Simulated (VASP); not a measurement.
# BeS (F-43m) in VASP: single point with PBEsol

Aim: the single point of BeS with PBEsol.

Everything below comes from runs of VASP 6.6.1. Logs are shortened: lines on timing, memory, paths and dates and some standing lists are left out, and cuts for length are marked.

## 1. The cell of the first run

The structure is cubic, space group F-43m (No. 216). Conventional cell: a = 4.838 Å, b = 4.838 Å, c = 4.838 Å, α = 90.00°, β = 90.00°, γ = 90.00°. Within 2.8 Å of Be (site symmetry -43m) lie 4 S at 2.09 Å. S (site symmetry -43m) has 4 Be at 2.09 Å within 2.8 Å.

## 2. Single point, PBEsol

File INCAR:

```
ALGO = Normal ; EDIFF = 1E-6
ENCUT = 600 ; GGA = PS
GGA_COMPAT = F ; ISIF = 2
ISMEAR = 0 ; LASPH = T
LCHARG = F ; LREAL = F
LWAVE = F ; NBANDS = 11
NELM = 120 ; PREC = Accurate
SIGMA = 0.02
```

File KPOINTS:

```
k-points
0
Gamma
  8 8 8
```

File POSCAR:

```
BeS
1.0
    0.0000000000      2.4188659277      2.4188659277
    2.4188659277      0.0000000000      2.4188659277
    2.4188659277      2.4188659277      0.0000000000
Be S
1 1
Direct
    0.0000000000      0.0000000000      0.0000000000
    0.2500000000      0.2500000000      0.2500000000
```

Potentials or basis: VASP PAW PBE potentials, release 64 (Be, S).

Started as:

```
$ cat potpaw_PBE.64/Be/POTCAR potpaw_PBE.64/S/POTCAR > POTCAR
$ mpirun -np 1 vasp_std > vasp.out
```

OUTCAR:

```text
EDIFF = 1E-6
   ENCUT = 600
   GGA = PS
   ISIF = 2
   ISMEAR = 0
   LASPH = T
   LREAL = F
   NELM = 120
   PREC = Accurate

 ion  position               nearest neighbor table
   1  0.000  0.000  0.000-   2 2.09   2 2.09   2 2.09   2 2.09
   2  0.250  0.250  0.250-   1 2.09   1 2.09   1 2.09   1 2.09

  LATTYP: Found a face centered cubic cell.
 ALAT       =     4.8377318554

  Lattice vectors:

 A1 = (   0.0000000000,   2.4188659277,   2.4188659277)
 A2 = (   2.4188659277,   0.0000000000,   2.4188659277)
 A3 = (   2.4188659277,   2.4188659277,   0.0000000000)

Analysis of symmetry for initial positions (statically):
=====================================================================
 Subroutine PRICEL returns:
 Original cell was already a primitive cell.

 Routine SETGRP: Setting up the symmetry group for a
 face centered cubic supercell.

 Subroutine GETGRP returns: Found 24 space group operations
 (whereof 24 operations were pure point group operations)
 out of a pool of 48 trial point group operations.

The static configuration has the point symmetry T_d .

Analysis of symmetry for dynamics (positions and initial velocities):
=====================================================================
 Subroutine PRICEL returns:
 Original cell was already a primitive cell.

 Routine SETGRP: Setting up the symmetry group for a
 face centered cubic supercell.

 Subroutine GETGRP returns: Found 24 space group operations
 (whereof 24 operations were pure point group operations)
 out of a pool of 48 trial point group operations.

The dynamic configuration has the point symmetry T_d .

 Subroutine INISYM returns: Found 24 space group operations
 (whereof 24 operations are pure point group operations),
 and found     1 'primitive' translations

----------------------------------------------------------------------------------------

                                     Primitive cell

  volume of cell :      28.3051

  direct lattice vectors                    reciprocal lattice vectors
     0.000000000  2.418865928  2.418865928    -0.206708439  0.206708439  0.206708439
     2.418865928  0.000000000  2.418865928     0.206708439 -0.206708439  0.206708439
     2.418865928  2.418865928  0.000000000     0.206708439  0.206708439 -0.206708439

  length of vectors
     3.420793001  3.420793001  3.420793001     0.358029519  0.358029519  0.358029519

  position of ions in fractional coordinates (direct lattice)
     0.000000000  0.000000000  0.000000000
     0.250000000  0.250000000  0.250000000

[... 79 lines left out ...]
   NSW    =      0    number of steps for IOM
   IBRION =     -1    ionic relax: 0-MD 1-quasi-New 2-CG
   NFREE  =      0    steps in history (QN), initial steepest desc. (CG)
   ISIF   =      2    stress and relaxation
   ISYM   =      2    0-nonsym 1-usesym 2-fastsym
   POTIM  = 0.5000    time-step for ionic-motion
   TEBEG  =    0.0;   TEEND  =   0.0 temperature during run
   PSTRESS=    0.0 pullay stress
   NELECT =       8.0000    total number of electrons
   NUPDOWN=      -1.0000    fix difference up-down
   EMIN   =  10.00;   EMAX   =-10.00  energy-range for DOS
   EFERMI =   0.00;   METHOD = LEGACY
   ISMEAR =     0;   SIGMA  =   0.02  broadening in eV -4-tet -1-fermi 0-gaus
   EFERMI_NEDOS =   21; number of points for ismear=-14 and -15
   IALGO  =     38    algorithm
   IMIX   =      4    mixing-type and parameters
     AMIX     =   0.40;   BMIX     =  1.00
     AMIX_MAG =   1.60;   BMIX_MAG =  1.00
  volume/ion in A,a.u.               =      14.15        95.51
  Fermi-wavevector in a.u.,A,eV,Ry     =   1.074360  2.030245 15.704507  1.154249
  Thomas-Fermi vector in A             =   2.210186
   LORBIT       =      0    0 simple, 1 ext, 2 COOP (PROOUT), +10 PAW based schemes
   GGA     = PS    functional components
   LHFCALC =     F    Hartree Fock is set to
   AEXX    =    0.0000 exact exchange contribution
   IVDW    =     0    specifies the selected vdW correction
   LEPSILON=     F    determine dielectric tensor
   LRPA    =     F    only Hartree local field effects (RPA)
 non-spin polarized calculation
 Gauss-broadening in eV      SIGMA  =   0.02
  energy-cutoff  :      600.00
  volume of cell :       28.31
 maximum number of plane-waves:       960
   NGX = 13   NGY = 13   NGZ = 13

 number of electron       8.0000000 magnetization

 Free energy of the ion-electron system (eV)
  ---------------------------------------------------
  ext. energy  EPLUGINS =         0.00000000
  ---------------------------------------------------
  free energy    TOTEN  =       -10.56434544 eV

  energy without entropy =      -10.56434544  energy(sigma->0) =      -10.56434544

 E-fermi :   4.3565     XC(G=0):  -9.9321

 val. band max:        4.2231888867   @ k =   0.0000   0.0000   0.0000
 cond. band min:       7.1340849508   @ k =   0.5000   0.5000   0.0000
 fundamental gap:      2.9108960641
 Fermi energy:         4.3564867437

 k-point     1 :       0.0000    0.0000    0.0000
  band No.  band energies     occupation
      1      -9.5460      2.00000
      2       4.2232      2.00000
      3       4.2232      2.00000
      4       4.2232      2.00000
      5       9.8296      0.00000
      6       9.8296      0.00000
      7       9.8296      0.00000
      8       9.9933      0.00000
      9      17.0328      0.00000
     10      17.0328      0.00000
     11      18.9581      0.00000
[... 309 lines left out ...]
 k-point    24 :      -0.3750    0.2500    0.1250
  band No.  band energies     occupation
      1      -7.6070      2.00000
      2      -1.1454      2.00000
      3       1.3889      2.00000
      4       2.3385      2.00000
      5      10.1886      0.00000
      6      10.7437      0.00000
      7      13.3435      0.00000
      8      14.6789      0.00000
      9      15.6094      0.00000
     10      19.5705      0.00000
     11      20.1425      0.00000

 [... further k-points ...]
[... 5 lines left out ...]
  --------------------------------------------------------------------------------------
  -------------------------------------------------------------------------------------
  Total        0.0364413      0.0364413      0.0364413      0.0000000      0.0000000     -0.0000000
  in kB        2.0627156      2.0627156      2.0627156      0.0000000      0.0000000     -0.0000000
  external PRESSURE =       2.0627156 kB  Pullay stress =       0.0000000 kB

 VOLUME and BASIS-vectors are now :
 -----------------------------------------------------------------------------
  energy-cutoff  :      600.00
  volume of cell :       28.31
      direct lattice vectors                 reciprocal lattice vectors
     0.000000000  2.418865928  2.418865928    -0.206708439  0.206708439  0.206708439
     2.418865928  0.000000000  2.418865928     0.206708439 -0.206708439  0.206708439
     2.418865928  2.418865928  0.000000000     0.206708439  0.206708439 -0.206708439

 POSITION                                       TOTAL-FORCE (eV/Angst)
 -----------------------------------------------------------------------------------
      0.00000      0.00000      0.00000         0.000000      0.000000      0.000000
      1.20943      1.20943      1.20943        -0.000000     -0.000000     -0.000000
 -----------------------------------------------------------------------------------
    total drift:                               -0.000000     -0.000000      0.000000

  FREE ENERGIE OF THE ION-ELECTRON SYSTEM (eV)
  ---------------------------------------------------
  free  energy   TOTEN  =       -10.5643454426 eV

  energy  without entropy=      -10.5643454426  energy(sigma->0) =      -10.56434544
```

OSZICAR:

```text
N       E                     dE             d eps       ncg     rms          rms(c)
DAV:   1     0.215775582236E+02    0.21578E+02   -0.41004E+03   638   0.686E+02
DAV:   2    -0.945388307734E+01   -0.31031E+02   -0.29943E+02   871   0.124E+02
DAV:   3    -0.107468199642E+02   -0.12929E+01   -0.12903E+01   837   0.249E+01
DAV:   4    -0.107541224485E+02   -0.73025E-02   -0.73006E-02   810   0.214E+00
DAV:   5    -0.107541788068E+02   -0.56358E-04   -0.56357E-04   828   0.175E-01    0.540E+00
DAV:   6    -0.106132742127E+02    0.14090E+00   -0.10932E-01   739   0.154E+00    0.356E+00
DAV:   7    -0.105640262363E+02    0.49248E-01   -0.11165E-01   781   0.167E+00    0.795E-01
DAV:   8    -0.105642904798E+02   -0.26424E-03   -0.55635E-03   805   0.404E-01    0.142E-01
DAV:   9    -0.105643349800E+02   -0.44500E-04   -0.32525E-04   787   0.118E-01    0.445E-02
DAV:  10    -0.105643417481E+02   -0.67681E-05   -0.34571E-05   850   0.287E-02    0.116E-02
DAV:  11    -0.105643453081E+02   -0.35600E-05   -0.78805E-06   740   0.160E-02    0.572E-03
DAV:  12    -0.105643454426E+02   -0.13453E-06   -0.17744E-07   468   0.311E-03
   1 F= -.10564345E+02 E0= -.10564345E+02  d E =-.337725E-23
```

stdout:

```text
POSCAR found type information on POSCAR BeS
 POSCAR found :  2 types and       2 ions
 scaLAPACK will be used
 -----------------------------------------------------------------------------
|                                                                             |
|                                                                             |
|     You enforced a specific xc type in the INCAR file but a different       |
|     I HOPE YOU KNOW WHAT YOU ARE DOING!                                     |
|                                                                             |
 -----------------------------------------------------------------------------

 LDA part: xc-table for (Slater+PW92), standard interpolation
 POSCAR, INCAR and KPOINTS ok, starting setup
 FFT: planning ... GRIDC
 FFT: planning ... GRID_SOFT
 FFT: planning ... GRID
 WAVECAR not read
 entering main loop
```

Wall time 14 s (1 thread of Intel Xeon Platinum 8259CL at 2.50GHz (Skylake/Cascade Lake), shared host); peak memory 0.15 GiB.

Results:

```
Free energy            : -10.5643 eV
Pressure               : 0.2 GPa
Band gap on the k mesh : 2.91 eV (least direct gap 5.61 eV)
```

Caveat: the PAW data sets were made with another functional, which shifts forces and pressure a little. A k mesh can miss the band edges.
